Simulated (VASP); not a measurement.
# Mg4S (P-3m1) in VASP: notebook

Mg4S is run at these levels: PBE; tasks: single point, relaxation of cell and atoms.

Program: VASP 6.6.1. These are calculated values, not measurements. Logs are shortened: lines on timing, memory, paths and dates and some standing lists are left out, and cuts for length are marked.

## Step 1: The cell of the first run

It takes space group P-3m1 (No. 164, trigonal). The conventional cell has a = 3.518 Å, b = 3.518 Å, c = 20.809 Å, α = 90.00°, β = 90.00°, γ = 120.00°. Within 4.2 Å of Mg (site symmetry 3m) lie 12 Mg at 3.16 to 3.52 Å. Within 4.2 Å of Mg (site symmetry 3m) lie 12 Mg at 3.16 to 3.52 Å. Mg (site symmetry -3m) has 6 S at 2.55 Å and 12 Mg at 3.52 to 3.71 Å within 3.8 Å. Mg (site symmetry 3m) has 3 S at 2.56 Å and 12 Mg at 3.19 to 3.71 Å within 3.8 Å. Mg (site symmetry -3m) has 12 Mg at 3.17 to 3.52 Å within 4.2 Å. Within 3.8 Å of S (site symmetry 3m) lie 6 Mg at 2.55 to 2.56 Å and 9 S at 3.52 to 3.70 Å.

## Step 2: Single point, PBE

The input, INCAR:

```
PREC     = Accurate       # precision mode
ENCUT    = 600            # plane-wave cutoff, eV
EDIFF    = 1E-6           # SCF threshold, eV
ISMEAR   = 0              # smearing method
SIGMA    = 0.1            # smearing width, eV
LREAL    = False          # projectors in reciprocal space
LASPH    = True           # aspherical terms in the spheres
NELM     = 120            # most SCF steps
ALGO     = Normal         # electronic algorithm
ISIF     = 2              # what is computed and relaxed
LWAVE    = False          # write WAVECAR
LCHARG   = True           # write CHGCAR
GGA      = PE             # functional
LELF     = True           # ELF
LVHAR    = True         
NBANDS   = 25             # bands
GGA_COMPAT= False
```

The input, KPOINTS:

```
Automatic mesh
0
Gamma
  6 6 1
```

The input, POSCAR:

```
Mg4S
1.0
    3.5177226418      0.0000000000      0.0000000000
   -1.7588613209      3.0464371712      0.0000000000
    0.0000000000      0.0000000000     20.8090891390
Mg S
8 2
Direct
    0.0000000000      0.0000000000      0.7329516267
    0.6666666667      0.3333333333      0.6169079766
    0.0000000000      0.0000000000      0.0000000000
    0.6666666667      0.3333333333      0.1489811303
    0.3333333333      0.6666666667      0.8510188697
    0.0000000000      0.0000000000      0.2670483733
    0.3333333333      0.6666666667      0.3830920234
    0.0000000000      0.0000000000      0.5000000000
    0.3333333333      0.6666666667      0.0743908019
    0.6666666667      0.3333333333      0.9256091981
```

Potentials or basis: VASP PAW PBE potentials, release 64 (Mg, S).

Launch:

```bash
> cat potpaw_PBE.64/Mg/POTCAR potpaw_PBE.64/S/POTCAR > POTCAR
> mpirun -np 1 vasp_std > vasp.out
```

OUTCAR:

```text
PREC = Accurate
   ENCUT = 600
   EDIFF = 1E-6
   ISMEAR = 0
   LREAL = False
   LASPH = True
   NELM = 120
   ISIF = 2
   GGA = PE

 ion  position               nearest neighbor table
   1  0.000  0.000  0.733-   2 3.16   2 3.16   2 3.16   5 3.19   5 3.19   5 3.19
   2  0.667  0.333  0.617-   1 3.16   1 3.16   1 3.16   8 3.17   8 3.17   8 3.17
   3  0.000  0.000  0.000-   9 2.55  10 2.55   9 2.55  10 2.55  10 2.55   9 2.55
   4  0.667  0.333  0.149-   9 2.56   9 2.56   9 2.56   6 3.19   6 3.19   6 3.19
   5  0.333  0.667  0.851-  10 2.56  10 2.56  10 2.56   1 3.19   1 3.19   1 3.19
   6  0.000  0.000  0.267-   7 3.16   7 3.16   7 3.16   4 3.19   4 3.19   4 3.19
   7  0.333  0.667  0.383-   6 3.16   6 3.16   6 3.16   8 3.17   8 3.17   8 3.17
   8  0.000  0.000  0.500-   2 3.17   7 3.17   7 3.17   2 3.17   2 3.17   7 3.17
   9  0.333  0.667  0.074-   3 2.55   3 2.55   3 2.55   4 2.56   4 2.56   4 2.56
  10  0.667  0.333  0.926-   3 2.55   3 2.55   3 2.55   5 2.56   5 2.56   5 2.56

  LATTYP: Found a hexagonal cell.
 ALAT       =     3.5177226418
 C/A-ratio  =     5.9155002420

  Lattice vectors:

 A1 = (   3.5177226418,   0.0000000000,   0.0000000000)
 A2 = (  -1.7588613209,   3.0464371712,   0.0000000000)
 A3 = (   0.0000000000,   0.0000000000,  20.8090891390)

Analysis of symmetry for initial positions (statically):
=====================================================================
 Subroutine PRICEL returns:
 Original cell was already a primitive cell.

 Routine SETGRP: Setting up the symmetry group for a
 hexagonal supercell.

 Subroutine GETGRP returns: Found 12 space group operations
 (whereof 12 operations were pure point group operations)
 out of a pool of 24 trial point group operations.

The static configuration has the point symmetry D_3d.

Analysis of symmetry for dynamics (positions and initial velocities):
=====================================================================
 Subroutine PRICEL returns:
 Original cell was already a primitive cell.

 Routine SETGRP: Setting up the symmetry group for a
 hexagonal supercell.

 Subroutine GETGRP returns: Found 12 space group operations
 (whereof 12 operations were pure point group operations)
 out of a pool of 24 trial point group operations.

The dynamic configuration has the point symmetry D_3d.

 Subroutine INISYM returns: Found 12 space group operations
 (whereof 12 operations are pure point group operations),
 and found     1 'primitive' translations

----------------------------------------------------------------------------------------

                                     Primitive cell

  volume of cell :     223.0010

  direct lattice vectors                    reciprocal lattice vectors
     3.517722642  0.000000000  0.000000000     0.284274828  0.164126149  0.000000000
    -1.758861321  3.046437171  0.000000000     0.000000000  0.328252297  0.000000000
     0.000000000  0.000000000 20.809089139     0.000000000  0.000000000  0.048055924

  length of vectors
     3.517722642  3.517722642 20.809089139     0.328252297  0.328252297  0.048055924

  position of ions in fractional coordinates (direct lattice)
     0.000000000  0.000000000  0.732951627
     0.666666667  0.333333333  0.616907977
     0.000000000  0.000000000  0.000000000
     0.666666667  0.333333333  0.148981130
     0.333333333  0.666666667  0.851018870
     0.000000000  0.000000000  0.267048373
     0.333333333  0.666666667  0.383092023
     0.000000000  0.000000000  0.500000000
     0.333333333  0.666666667  0.074390802
     0.666666667  0.333333333  0.925609198

  ion indices of the primitive-cell ions
   primitive index   ion index
                 1           1
                 2           2
                 3           3
                 4           4
                 5           5
                 6           6
                 7           7
                 8           8
                 9           9
                10          10

----------------------------------------------------------------------------------------

[... 48 lines left out ...]
   IVDW    =     0    specifies the selected vdW correction
   LEPSILON=     F    determine dielectric tensor
   LRPA    =     F    only Hartree local field effects (RPA)
 non-spin polarized calculation
 Gauss-broadening in eV      SIGMA  =   0.10
  energy-cutoff  :      600.00
  volume of cell :      223.00
 maximum number of plane-waves:      7473
   NGX = 15   NGY = 15   NGZ = 83

 number of electron      28.0000000 magnetization

 Free energy of the ion-electron system (eV)
  ---------------------------------------------------
  ext. energy  EPLUGINS =         0.00000000
  ---------------------------------------------------
  free energy    TOTEN  =       -24.73968948 eV

  energy without entropy =      -24.71321483  energy(sigma->0) =      -24.72645216

 E-fermi :   3.1672     XC(G=0):  -8.6429

 val. band max:        3.1400207949   @ k =   0.1667   0.1667   0.0000
 cond. band min:       3.2554601886   @ k =   0.3333   0.1667   0.0000
 fundamental gap:      0.1154393937
 Fermi energy:         3.1672220390

 k-point     1 :       0.0000    0.0000    0.0000
  band No.  band energies     occupation
      1     -11.4703      2.00000
      2     -10.8526      2.00000
      3      -3.6964      2.00000
      4      -2.9268      2.00000
      5      -2.7627      2.00000
      6      -1.7662      2.00000
[... 17 lines left out ...]
     24       9.8642      0.00000
     25       9.9984      0.00000

 k-point     2 :       0.1667    0.0000    0.0000
  band No.  band energies     occupation
      1     -11.2106      2.00000
      2     -10.6400      2.00000
      3      -3.3413      2.00000
      4      -2.4878      2.00000
      5      -2.3789      2.00000
      6      -1.4708      2.00000
[... 17 lines left out ...]
     24       9.0174      0.00000
     25       9.4797      0.00000
[... 110 lines left out ...]
     24       6.8840      0.00000
     25       6.9088      0.00000

 k-point     7 :       0.3333    0.3333    0.0000
  band No.  band energies     occupation
      1      -9.8548      2.00000
      2      -9.8548      2.00000
      3      -2.5521      2.00000
      4      -2.3442      2.00000
      5      -2.3442      2.00000
      6      -1.7949      2.00000
[... 17 lines left out ...]
     24       6.2421      0.00000
     25       6.3008      0.00000

------------------------ aborting loop because EDIFF is reached ----------------------------------------

  FORCE on cell =-STRESS in cart. coord.  units (eV):
  Direction    XX          YY          ZZ          XY          YZ          ZX
  --------------------------------------------------------------------------------------
  -------------------------------------------------------------------------------------
  Total        0.7993387      0.7993387     -0.3598682      0.0000000     -0.0000000      0.0000000
  in kB        5.7429436      5.7429436     -2.5855156      0.0000000     -0.0000000      0.0000000
  external PRESSURE =       2.9667905 kB  Pullay stress =       0.0000000 kB

 VOLUME and BASIS-vectors are now :
 -----------------------------------------------------------------------------
  energy-cutoff  :      600.00
  volume of cell :      223.00
      direct lattice vectors                 reciprocal lattice vectors
     3.517722642  0.000000000  0.000000000     0.284274828  0.164126149  0.000000000
    -1.758861321  3.046437171  0.000000000     0.000000000  0.328252297  0.000000000
     0.000000000  0.000000000 20.809089139     0.000000000  0.000000000  0.048055924

 POSITION                                       TOTAL-FORCE (eV/Angst)
 -----------------------------------------------------------------------------------
      0.00000      0.00000     15.25206        -0.000000      0.000000     -0.037071
      1.75886      1.01548     12.83729         0.000000     -0.000000     -0.014318
      0.00000      0.00000      0.00000        -0.000000      0.000000      0.000000
      1.75886      1.01548      3.10016        -0.000000     -0.000000     -0.026081
     -0.00000      2.03096     17.70893         0.000000      0.000000      0.026081
      0.00000      0.00000      5.55703        -0.000000     -0.000000      0.037071
     -0.00000      2.03096      7.97180        -0.000000      0.000000      0.014318
      0.00000      0.00000     10.40454        -0.000000      0.000000      0.000000
     -0.00000      2.03096      1.54800         0.000000      0.000000      0.058229
      1.75886      1.01548     19.26108        -0.000000     -0.000000     -0.058229
 -----------------------------------------------------------------------------------
    total drift:                                0.000000     -0.000000      0.000000

  FREE ENERGIE OF THE ION-ELECTRON SYSTEM (eV)
  ---------------------------------------------------
  free  energy   TOTEN  =       -24.7396894793 eV

  energy  without entropy=      -24.7132148330  energy(sigma->0) =      -24.72645216
```

It took 38 s on 1 thread of AMD EPYC 9R45 (Zen 5), shared host; peak memory 0.32 GiB.

What came out:

```yaml
Free_energy: -24.7397 eV
Pressure: 0.3 GPa
Largest_force: 0.058 eV/Å
Band_gap_on_the_k_mesh: zero (bands 14 and 15 overlap by 0.72 eV)
```

Forces on the atoms (eV/Å):
```
Mg   0.000  0.000 -0.037
Mg   0.000  0.000 -0.014
Mg   0.000  0.000  0.000
Mg   0.000  0.000 -0.026
Mg   0.000  0.000  0.026
Mg   0.000  0.000  0.037
Mg   0.000  0.000  0.014
Mg   0.000  0.000  0.000
S    0.000  0.000  0.058
S    0.000  0.000 -0.058
```

Levels at points of the mesh, in eV from the Fermi level:
```tsv
k point	band 12	band 13	band 14	band 15	band 16	band 17
(0.00, 0.00, 0.00)	-1.76	-1.76	-0.92	0.75	2.85	3.31
(0.50, 0.00, 0.00)	-1.71	-1.08	-1.07	-0.53	-0.06	0.82
```

Caveat: semilocal functionals underestimate gaps, and a narrow one can read as zero.

## Step 3: Single point, PBE

This run uses another cell than the first one, of 22.48 Å³/atom.

The input, INCAR:

```
SYSTEM = Mg4S
PREC = Accurate
ENCUT = 600
EDIFF = 1E-6
ISMEAR = 0
SIGMA = 0.2
LREAL = .FALSE.
LASPH = .TRUE.
NELM = 120
ALGO = Normal
ISIF = 2
LWAVE = .FALSE.
LCHARG = .FALSE.
GGA = PE
NBANDS = 25
GGA_COMPAT = .FALSE.
```

The input, KPOINTS:

```
Automatic mesh
0
G
  6 6 1
  0 0 0
```

The input, POSCAR:

```
Mg4S
1.0
    3.5006905705      0.0000000000      0.0000000000
   -1.7503452852      3.0316869648      0.0000000000
    0.0000000000      0.0000000000     21.1795765245
Mg S
8 2
Direct
    0.0000000000      0.0000000000      0.7351311366
    0.6666666667      0.3333333333      0.6179502819
    0.0000000000      0.0000000000      0.0000000000
    0.6666666667      0.3333333333      0.1471151734
    0.3333333333      0.6666666667      0.8528848266
    0.0000000000      0.0000000000      0.2648688634
    0.3333333333      0.6666666667      0.3820497181
    0.0000000000      0.0000000000      0.5000000000
    0.3333333333      0.6666666667      0.0735772099
    0.6666666667      0.3333333333      0.9264227901
```

Potentials or basis: VASP PAW PBE potentials, release 64 (Mg, S).

Launch:

```bash
> cat potpaw_PBE.64/Mg/POTCAR potpaw_PBE.64/S/POTCAR > POTCAR
> mpirun -np 1 vasp_std > vasp.out
```

Run time: 38 s. Hardware: 1 thread of AMD EPYC 9R45 (Zen 5), shared host; peak memory 0.34 GiB.

The run converged. Its results:

| Quantity | Value |
| --- | --- |
| Free energy | -24.7507 eV |
| Pressure | 0.0 GPa |
| Largest force | 0.078 eV/Å |
| Band gap on the k mesh | zero (bands 14 and 15 overlap by 0.63 eV) |

Forces on the atoms (eV/Å):
```
Mg   0.000  0.000 -0.078
Mg   0.000  0.000 -0.029
Mg   0.000  0.000  0.000
Mg   0.000  0.000 -0.002
Mg   0.000  0.000  0.002
Mg   0.000  0.000  0.078
Mg   0.000  0.000  0.029
Mg   0.000  0.000  0.000
S    0.000  0.000  0.018
S    0.000  0.000 -0.018
```

Stress tensor (GPa, compression positive):
```
 0.52  0.00  0.00
 0.00  0.52  0.00
 0.00  0.00 -1.14
```

Levels at points of the mesh, in eV from the Fermi level:
```tsv
k point	band 12	band 13	band 14	band 15	band 16	band 17
(0.00, 0.00, 0.00)	-1.68	-1.68	-1.04	0.52	2.61	3.20
(0.50, 0.00, 0.00)	-1.66	-1.04	-1.04	-0.52	-0.06	0.79
```

Caveat: semilocal functionals underestimate gaps, and a narrow one can read as zero.

## Step 4: Relaxation of cell and atoms, PBE

This run uses another cell than the first one: it holds 5 atoms, not 10.

The input, INCAR:

```
SYSTEM = Mg4S
ALGO = Normal
EDIFF = 1E-7
EDIFFG = -0.08
ENCUT = 600
GGA = PE
GGA_COMPAT = .False.
IBRION = 2
ISIF = 3
ISMEAR = 0
LASPH = .True.
LCHARG = .False.
LREAL = .False.
LWAVE = .False.
NELM = 120
NELMIN = 4
NSW = 36
PREC = Accurate
SIGMA = 0.2
```

The input, KPOINTS:

```
k-points
0
Gamma
  5 5 2
  0 0 0
```

The input, POSCAR:

```
Mg4S
1.0
    3.4000000000      0.0000000000      0.0000000000
   -1.7000000000      2.9444863700      0.0000000000
    0.0000000000      0.0000000000      9.4000000000
Mg S
4 1
Direct
    0.3333333300      0.6666666700      0.1500000000
    0.6666666700      0.3333333300      0.8500000000
    0.6666666700      0.3333333300      0.3800000000
    0.3333333300      0.6666666700      0.6200000000
    0.0000000000      0.0000000000      0.0000000000
```

Launch:

```bash
> cat potpaw_PBE.64/Mg/POTCAR potpaw_PBE.64/S/POTCAR > POTCAR
> mpirun -np 1 vasp_std > vasp.out
```

Run time: 45 s. Hardware: 1 thread of AMD EPYC 9R45 (Zen 5), shared host; peak memory 0.21 GiB.

The run converged. Its results:

```
Free energy                           : -12.2198 eV
Relaxed volume                        : 22.45 Å³/atom
Relaxed cell                          : a = 3.514 Å, b = 3.514 Å, c = 10.494 Å, α = 90.00°, β = 90.00°, γ = 120.00°
Space group after relaxing (to 0.1 Å) : P-3m1 (No. 164)
Energy gained by relaxing             : 136.4 meV/atom
Ionic steps                           : 6
Pressure after relaxing               : -0.1 GPa
Largest force after relaxing          : 0.055 eV/Å
Band gap on the k mesh                : zero (bands 7 and 8 overlap by 0.01 eV)
```

Forces in eV/Å, atoms in the order of the input:
```
Mg   0.000  0.000 -0.055
Mg   0.000  0.000  0.055
Mg   0.000  0.000 -0.004
Mg   0.000  0.000  0.004
S    0.000  0.000  0.000
```

Stress tensor (GPa, compression positive):
```
-0.05  0.00  0.00
 0.00 -0.05  0.00
 0.00  0.00 -0.19
```

Step by step:
```tsv
step	energy change (eV)	largest force (eV/Å)	pressure (GPa)	volume (Å³)
1	0.0000	0.6174	11.45	94.11
2	-0.6477	0.3555	-0.68	113.56
3	-0.6501	0.3064	-0.15	112.21
4	-0.6500	0.3207	-0.31	112.60
5	-0.6681	0.2247	-0.25	112.48
6	-0.6818	0.0554	-0.10	112.23
```

Final structure:
```
Mg S
1.0
     3.51413    0.00000    0.00000
    -1.75707    3.04333    0.00000
     0.00000    0.00000   10.49423
Mg S
4 1
Direct
  0.33333 0.66667 0.14904
  0.66667 0.33333 0.85096
  0.66667 0.33333 0.38430
  0.33333 0.66667 0.61570
  0.00000 0.00000 0.00000
```

Levels at points of the mesh, in eV from the Fermi level:
```tsv
k point	band 4	band 5	band 6	band 7	band 8	band 9	band 10	band 11
(0.00, 0.00, 0.00)	-3.19	-2.46	-1.74	-1.74	2.58	3.24	4.77	6.52
(0.00, 0.00, 0.50)	-4.47	-1.74	-1.74	-0.97	0.75	4.03	5.83	6.52
```

Caveat: the k points lie up to 0.41 Å⁻¹ apart in the final cell; the volume moved by over 15 % at a fixed basis, so the end points are rough; semilocal functionals underestimate gaps, and a narrow one can read as zero; the relaxation stopped at a loose force limit of 0.08 eV/Å, so its end isn't a converged minimum.

## Step 5: Single point, PBE

This run uses another cell than the first one, of 27.33 Å³/atom.

The input, INCAR:

```
PREC = Accurate
ENCUT = 600
EDIFF = 1E-6
ISMEAR = 0
SIGMA = 0.2
LREAL = False
LASPH = True
NELM = 120
ALGO = Normal
ISIF = 2
LWAVE = False
LCHARG = False
GGA = PE
NBANDS = 25
GGA_COMPAT = False
```

The input, KPOINTS:

```
Automatic mesh
0
Gamma
  4 4 2
```

The input, POSCAR:

```
Mg4S
1.0
    5.6005724252      0.0000000000      0.0000000000
   -2.8002862126      4.8502379960      0.0000000000
    0.0000000000      0.0000000000     10.0627685467
Mg S
8 2
Direct
    0.0000000000      0.0000000000      0.5000000000
    0.3333333333      0.6666666667      0.7353345367
    0.6666666667      0.3333333333      0.2646654633
    0.5000000000      0.0000000000      0.0000000000
    0.0000000000      0.5000000000      0.0000000000
    0.5000000000      0.5000000000      0.0000000000
    0.3333333333      0.6666666667      0.4453560730
    0.6666666667      0.3333333333      0.5546439270
    0.3333333333      0.6666666667      0.2028532278
    0.6666666667      0.3333333333      0.7971467722
```

Launch:

```bash
> cat potpaw_PBE.64/Mg/POTCAR potpaw_PBE.64/S/POTCAR > POTCAR
> mpirun -np 1 vasp_std > vasp.out
```

Wall time 60 s (1 thread of AMD EPYC 9R45 (Zen 5), shared host); peak memory 0.43 GiB.

The run converged. Its results:

| Quantity | Value |
| --- | --- |
| Free energy | -20.9323 eV |
| Pressure | 0.0 GPa |
| Largest force | 0.063 eV/Å |
| Band gap on the k mesh | zero (bands 14 and 15 overlap by 0.97 eV) |

Forces on the atoms (eV/Å):
```
Mg   0.000  0.000  0.000
Mg   0.000  0.000  0.031
Mg   0.000  0.000 -0.031
Mg   0.000  0.000  0.000
Mg   0.000  0.000  0.000
Mg   0.000  0.000  0.000
Mg   0.000  0.000  0.025
Mg   0.000  0.000 -0.025
S    0.000  0.000  0.063
S    0.000  0.000 -0.063
```

Stress tensor (GPa, compression positive):
```
-0.05  0.00  0.00
 0.00 -0.05  0.00
 0.00  0.00  0.06
```

Levels at points of the mesh, in eV from the Fermi level:
```csv
k point,band 11,band 12,band 13,band 14,band 15,band 16,band 17,band 18
"(0.00, 0.00, 0.00)",-1.94,-0.57,0.73,0.73,0.93,0.93,1.00,1.33
"(0.50, 0.00, 0.00)",-1.51,-1.41,-0.91,-0.40,0.08,0.74,1.39,1.46
"(0.00, 0.00, 0.50)",-2.10,-0.51,0.62,0.62,0.81,0.81,1.57,1.57
"(0.50, 0.00, 0.50)",-1.43,-1.25,-0.62,-0.34,-0.24,0.86,1.11,1.93
```

## Step 6: Summary

| task | cell | k mesh | smearing | gap on the mesh (eV) | pressure (GPa) | largest force (eV/Å) |
| --- | --- | --- | --- | --- | --- | --- |
| single point | a = 3.518, b = 3.518, c = 20.809 Å, angles 90.0, 90.0, 120.0°, 10 atoms, atomic positions A | 6 × 6 × 1 | gaussian 0.1 eV | none | 0.3 | 0.06 |
| single point | a = 3.501, b = 3.501, c = 21.180 Å, angles 90.0, 90.0, 120.0°, 10 atoms, atomic positions B | 6 × 6 × 1 | gaussian 0.2 eV | none | 0.0 | 0.08 |
| relaxation of cell and atoms | relaxed from a = 3.400, b = 3.400, c = 9.400 Å, angles 90.0, 90.0, 120.0°, 5 atoms, atomic positions C | 5 × 5 × 2 | gaussian 0.2 eV | none | -0.1 | 0.06 |
| single point | a = 5.601, b = 5.601, c = 10.063 Å, angles 90.0, 90.0, 120.0°, 10 atoms, atomic positions D | 4 × 4 × 2 | gaussian 0.2 eV | none | 0.0 | 0.06 |

Alike in all rows: level PBE; potentials or basis VASP PAW PBE potentials, release 64 (Mg, S); no spin polarisation; cutoff (eV) 600.

Caveats: some runs use coarse meshes; semilocal functionals underestimate gaps, and a narrow one can read as zero (at least some runs); the volume moved by over 15 % at a fixed basis, so the end points are rough (at least some runs); the relaxation stopped at a loose force limit of 0.08 eV/Å, so its end isn't a converged minimum (at least some runs).

Absolute energies hang on the potentials; compare differences alone.

The gap in the log of VASP goes by the Fermi energy; the results here count the filled bands.